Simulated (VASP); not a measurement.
# W (Im-3m) in VASP: a series of runs, part 3 of 3

VASP 6.6.1. The steps go on from the part before.

**6. Single point, PBE**

This run uses another cell than the first one, of 15.85 Å³/atom, 1.116 times its volume.

Contents of INCAR:

```
SYSTEM = W
ALGO     = Normal         ! electronic algorithm
EDIFF    = 1E-6           ! SCF threshold, eV
ENCUT    = 520            ! plane-wave cutoff, eV
GGA      = PE             ! functional
ISIF     = 2              ! what is computed and relaxed
ISMEAR   = 0              ! smearing method
LASPH    = .True.         ! aspherical terms in the spheres
LCHARG   = .False.        ! write CHGCAR
LREAL    = .False.        ! projectors in reciprocal space
LWAVE    = .False.        ! write WAVECAR
NBANDS   = 13             ! bands
NELM     = 100            ! most SCF steps
PREC     = Accurate       ! precision mode
SIGMA    = 0.1            ! smearing width, eV
```

Contents of KPOINTS:

```
k-points
0
Gamma
  18 18 18
  0 0 0
```

Contents of POSCAR:

```
W
1.0
   -1.5823450000      1.5823450000      1.5823450000
    1.5823450000     -1.5823450000      1.5823450000
    1.5823450000      1.5823450000     -1.5823450000
W
1
Direct
    0.0000000000      0.0000000000      0.0000000000
```

Potentials or basis: VASP PAW PBE potentials, release 64 (W_sv).

The run is started by

```console
$ cat potpaw_PBE.64/W_sv/POTCAR > POTCAR
$ mpirun -np 1 vasp_std > vasp.out
```

OUTCAR:

```text
SYSTEM = W
   EDIFF = 1E-6
   ENCUT = 520
   GGA = PE
   ISIF = 2
   ISMEAR = 0
   LASPH = .True.
   LREAL = .False.
   NELM = 100
   PREC = Accurate

 ion  position               nearest neighbor table
   1  0.000  0.000  0.000-

  LATTYP: Found a body centered cubic cell.
 ALAT       =     3.1646900000

  Lattice vectors:

 A1 = (  -1.5823450000,   1.5823450000,   1.5823450000)
 A2 = (   1.5823450000,  -1.5823450000,   1.5823450000)
 A3 = (   1.5823450000,   1.5823450000,  -1.5823450000)

Analysis of symmetry for initial positions (statically):
=====================================================================
 Subroutine PRICEL returns:
 Original cell was already a primitive cell.

 Routine SETGRP: Setting up the symmetry group for a
 body centered cubic supercell.

 Subroutine GETGRP returns: Found 48 space group operations
 (whereof 48 operations were pure point group operations)
 out of a pool of 48 trial point group operations.

The static configuration has the point symmetry O_h .

Analysis of symmetry for dynamics (positions and initial velocities):
=====================================================================
 Subroutine PRICEL returns:
 Original cell was already a primitive cell.

 Routine SETGRP: Setting up the symmetry group for a
 body centered cubic supercell.

 Subroutine GETGRP returns: Found 48 space group operations
 (whereof 48 operations were pure point group operations)
 out of a pool of 48 trial point group operations.

The dynamic configuration has the point symmetry O_h .

 Subroutine INISYM returns: Found 48 space group operations
 (whereof 48 operations are pure point group operations),
 and found     1 'primitive' translations

----------------------------------------------------------------------------------------

                                     Primitive cell

  volume of cell :      15.8476

  direct lattice vectors                    reciprocal lattice vectors
    -1.582345000  1.582345000  1.582345000     0.000000000  0.315986716  0.315986716
     1.582345000 -1.582345000  1.582345000     0.315986716  0.000000000  0.315986716
     1.582345000  1.582345000 -1.582345000     0.315986716  0.315986716  0.000000000

  length of vectors
     2.740701935  2.740701935  2.740701935     0.446872699  0.446872699  0.446872699

  position of ions in fractional coordinates (direct lattice)
     0.000000000  0.000000000  0.000000000

  ion indices of the primitive-cell ions
   primitive index   ion index
                 1           1

----------------------------------------------------------------------------------------

 KPOINTS: k-points

Automatic generation of k-mesh.
 Grid dimensions read from file:
 generate k-points for:   18   18   18

 Generating k-lattice:

  Cartesian coordinates                     Fractional coordinates (reciprocal lattice)
     0.000000000  0.017554818  0.017554818     0.055555556  0.000000000  0.000000000
     0.017554818  0.000000000  0.017554818     0.000000000  0.055555556  0.000000000
     0.017554818  0.017554818  0.000000000     0.000000000  0.000000000  0.055555556

  Length of vectors
     0.024826261  0.024826261  0.024826261

  Shift w.r.t. Gamma in fractional coordinates (k-lattice)
     0.000000000  0.000000000  0.000000000

 Subroutine IBZKPT returns following result:
 ===========================================

 Found    195 irreducible k-points:

 Following reciprocal coordinates:
            Coordinates               Weight
  0.000000  0.000000  0.000000      1.000000
  0.055556  0.000000  0.000000     12.000000
  0.111111  0.000000  0.000000     12.000000
  0.166667  0.000000  0.000000     12.000000
  0.222222  0.000000  0.000000     12.000000
  0.277778  0.000000  0.000000     12.000000
[... 16 lines left out ...]
  0.333333  0.111111 -0.000000     48.000000
  0.388889  0.111111  0.000000     48.000000
 [... further k-points ...]
   k-points           NKPTS =    195   k-points in BZ     NKDIM =    195   number of bands    NBANDS=     13
   number of dos      NEDOS =    301   number of ions     NIONS =      1
   total plane-waves  NPLWV =   8000
   dimension x,y,z NGX =    20 NGY =   20 NGZ =   20
   dimension x,y,z NGXF=    40 NGYF=   40 NGZF=   40
   ions per type =               1
   NGX,Y,Z   is equivalent  to a cutoff of  12.13, 12.13, 12.13 a.u.
   NGXF,Y,Z  is equivalent  to a cutoff of  24.26, 24.26, 24.26 a.u.
 SYSTEM =  W
   PREC   = accura    normal or accurate (medium, high low for compatibility)
   ISTART =      0    job   : 0-new  1-cont  2-samecut
   ICHARG =      2    charge: 1-file 2-atom 10-const
   ISPIN  =      1    spin polarized calculation?
   LNONCOLLINEAR =      F non collinear calculations
   LSORBIT =      F    spin-orbit coupling
   LASPH  =      T    aspherical Exc in radial PAW
   ENCUT  =  520.0 eV  38.22 Ry    6.18 a.u.   5.10  5.10  5.10*2*pi/ulx,y,z
   NELM   =    100;   NELMIN=  2; NELMDL= -5     # of ELM steps
   EDIFF  = 0.1E-05   stopping-criterion for ELM
   LREAL  =      F    real-space projection
   EDIFFG = 0.1E-04   stopping-criterion for IOM
   NSW    =      0    number of steps for IOM
   IBRION =     -1    ionic relax: 0-MD 1-quasi-New 2-CG
   NFREE  =      0    steps in history (QN), initial steepest desc. (CG)
   ISIF   =      2    stress and relaxation
   ISYM   =      2    0-nonsym 1-usesym 2-fastsym
   POTIM  = 0.5000    time-step for ionic-motion
   TEBEG  =    0.0;   TEEND  =   0.0 temperature during run
   PSTRESS=    0.0 pullay stress
   NELECT =      14.0000    total number of electrons
   NUPDOWN=      -1.0000    fix difference up-down
   EMIN   =  10.00;   EMAX   =-10.00  energy-range for DOS
   EFERMI =   0.00;   METHOD = LEGACY
   ISMEAR =     0;   SIGMA  =   0.10  broadening in eV -4-tet -1-fermi 0-gaus
   EFERMI_NEDOS =   21; number of points for ismear=-14 and -15
   IALGO  =     38    algorithm
   IMIX   =      4    mixing-type and parameters
     AMIX     =   0.40;   BMIX     =  1.00
     AMIX_MAG =   1.60;   BMIX_MAG =  1.00
  volume/ion in A,a.u.               =      15.85       106.94
  Fermi-wavevector in a.u.,A,eV,Ry     =   1.570832  2.968442 33.572544  2.467512
  Thomas-Fermi vector in A             =   2.672506
   LORBIT       =      0    0 simple, 1 ext, 2 COOP (PROOUT), +10 PAW based schemes
   GGA     = PE    functional components
   LHFCALC =     F    Hartree Fock is set to
   AEXX    =    0.0000 exact exchange contribution
   IVDW    =     0    specifies the selected vdW correction
   LEPSILON=     F    determine dielectric tensor
   LRPA    =     F    only Hartree local field effects (RPA)
 non-spin polarized calculation
 Gauss-broadening in eV      SIGMA  =   0.10
  energy-cutoff  :      520.00
  volume of cell :       15.85
 maximum number of plane-waves:       440
   NGX = 11   NGY = 11   NGZ = 11

 number of electron      14.0000004 magnetization

 Free energy of the ion-electron system (eV)
  ---------------------------------------------------
  ext. energy  EPLUGINS =         0.00000000
  ---------------------------------------------------
  free energy    TOTEN  =       -12.94507108 eV

  energy without entropy =      -12.94160220  energy(sigma->0) =      -12.94333664

 E-fermi :  11.4446     XC(G=0): -13.6418

 val. band max:       11.4413192639   @ k =  -0.2778   0.3333   0.2222
 cond. band min:      11.4558637854   @ k =   0.5000   0.5000   0.2222
 fundamental gap:      0.0145445215
 Fermi energy:        11.4445888929

 k-point     1 :       0.0000    0.0000    0.0000
  band No.  band energies     occupation
      1     -62.7316      2.00000
      2     -26.2935      2.00000
      3     -26.2935      2.00000
      4     -26.2935      2.00000
      5       1.8085      2.00000
      6      10.2200      2.00000
      7      10.2200      2.00000
      8      10.2200      2.00000
      9      13.7115      0.00000
     10      13.7115      0.00000
     11      25.9647      0.00000
     12      25.9647      0.00000
     13      25.9647      0.00000
[... 353 lines left out ...]
 k-point    24 :       0.3889    0.1111    0.0000
  band No.  band energies     occupation
      1     -62.5972      2.00000
      2     -27.5030      2.00000
      3     -26.7476      2.00000
      4     -26.3578      2.00000
      5       5.6097      2.00000
      6       8.0324      2.00000
      7      10.8580      2.00000
      8      13.4815      0.00000
      9      14.8134      0.00000
     10      17.8811      0.00000
     11      22.3778      0.00000
     12      24.0176      0.00000
     13      28.2740      0.00000

 [... further k-points ...]

------------------------ aborting loop because EDIFF is reached ----------------------------------------

  FORCE on cell =-STRESS in cart. coord.  units (eV):
  Direction    XX          YY          ZZ          XY          YZ          ZX
  --------------------------------------------------------------------------------------
  -------------------------------------------------------------------------------------
  Total        0.6145062      0.6145062      0.6145062     -0.0000000     -0.0000000      0.0000000
  in kB       62.1259877     62.1259877     62.1259877     -0.0000000     -0.0000000      0.0000000
  external PRESSURE =      62.1259877 kB  Pullay stress =       0.0000000 kB

 VOLUME and BASIS-vectors are now :
 -----------------------------------------------------------------------------
  energy-cutoff  :      520.00
  volume of cell :       15.85
      direct lattice vectors                 reciprocal lattice vectors
    -1.582345000  1.582345000  1.582345000     0.000000000  0.315986716  0.315986716
     1.582345000 -1.582345000  1.582345000     0.315986716  0.000000000  0.315986716
     1.582345000  1.582345000 -1.582345000     0.315986716  0.315986716  0.000000000

 POSITION                                       TOTAL-FORCE (eV/Angst)
 -----------------------------------------------------------------------------------
      0.00000      0.00000      0.00000         0.000000     -0.000000     -0.000000
 -----------------------------------------------------------------------------------
    total drift:                                0.000000     -0.000000      0.000000

  FREE ENERGIE OF THE ION-ELECTRON SYSTEM (eV)
  ---------------------------------------------------
  free  energy   TOTEN  =       -12.9450710784 eV

  energy  without entropy=      -12.9416021984  energy(sigma->0) =      -12.94333664
```

Run time: 15 s. Hardware: 1 thread of AMD EPYC 9R45 (Zen 5), shared host; peak memory 0.12 GiB.

Results:

```yaml
Free_energy: -12.9451 eV
Pressure: 6.2 GPa
Band_gap_on_the_k_mesh: zero (band 7 reaches 16.62 eV, above the bottom of band 8 at 10.22 eV)
```

Caveat: spin-orbit coupling is left out, which moves the levels of the heavy elements.

**7. The runs side by side**

| level | potentials or basis | cell | gap on the mesh (eV) | pressure (GPa) |
| --- | --- | --- | --- | --- |
| LDA | VASP PAW LDA potentials, release 64 (W_sv) | a = 2.642 Å, angles 109.5°, 1 atom | none | 35.4 |
| PBE | VASP PAW PBE potentials, release 64 (W_sv) | a = 2.672 Å, angles 109.5°, 1 atom | none | 36.1 |
| PBE | VASP PAW PBE potentials, release 64 (W_sv) | a = 2.701 Å, angles 109.5°, 1 atom | none | 22.4 |
| PBE | VASP PAW PBE potentials, release 64 (W_sv) | a = 2.729 Å, angles 109.5°, 1 atom | none | 10.5 |
| PBE | VASP PAW PBE potentials, release 64 (W_sv) | a = 2.741 Å, angles 109.5°, 1 atom | none | 6.2 |

Alike in all rows: task single point; no spin polarisation; k mesh 18 × 18 × 18; cutoff (eV) 520; smearing gaussian 0.1 eV.

Caveats: spin-orbit coupling is left out, which moves the levels of the heavy elements.

Total energies depend on the potentials used, so only differences within one code and one set of settings carry meaning.
